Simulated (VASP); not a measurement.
Set up this calculation in VASP 6.6.1, as the native input.

| Property | Result |
| --- | --- |
| Task | single point |
| Functional | PBE |
| Potentials or basis | VASP PAW PBE potentials, release 64 (Re) |
| Cutoff | 520 eV |
| k mesh | 18 × 18 × 18 |
| Occupations | fermi-dirac, width 0.05 eV |
| Spin | no spin polarisation |
| Dipole correction | no |
| Further INCAR settings | ALGO = Normal; EDIFF = 1e-06; NBANDS = 10 |

The structure of Re lies in POSCAR:

```
Re
1.0
    0.0000000000      2.0050216051      2.0050216051
    2.0050216051      0.0000000000      2.0050216051
    2.0050216051      2.0050216051      0.0000000000
Re
1
Direct
    0.0000000000      0.0000000000      0.0000000000
```

The input as run:

INCAR

```
SYSTEM = Re
ALGO = Normal
EDIFF = 1E-6
ENCUT = 520
GGA = PE
ISIF = 2
ISMEAR = -1
LASPH = .TRUE.
LCHARG = .FALSE.
LREAL = .FALSE.
LWAVE = .FALSE.
NBANDS = 10
NELM = 100
PREC = Accurate
SIGMA = 0.05
```

KPOINTS

```
k-points
0
G
  18 18 18
  0 0 0
```

Potentials or basis: VASP PAW PBE potentials, release 64 (Re).

Launch:

```console
$ cat potpaw_PBE.64/Re/POTCAR > POTCAR
$ mpirun -np 1 vasp_std > vasp.out
```

It gave:

```yaml
Pressure: -22.9 GPa
```

Wall time 20 s on 1 thread of Intel(R) Xeon(R) Platinum 8375C CPU @ 2.90GHz (Ice Lake), with other jobs on the host, peak memory 0.16 GiB.
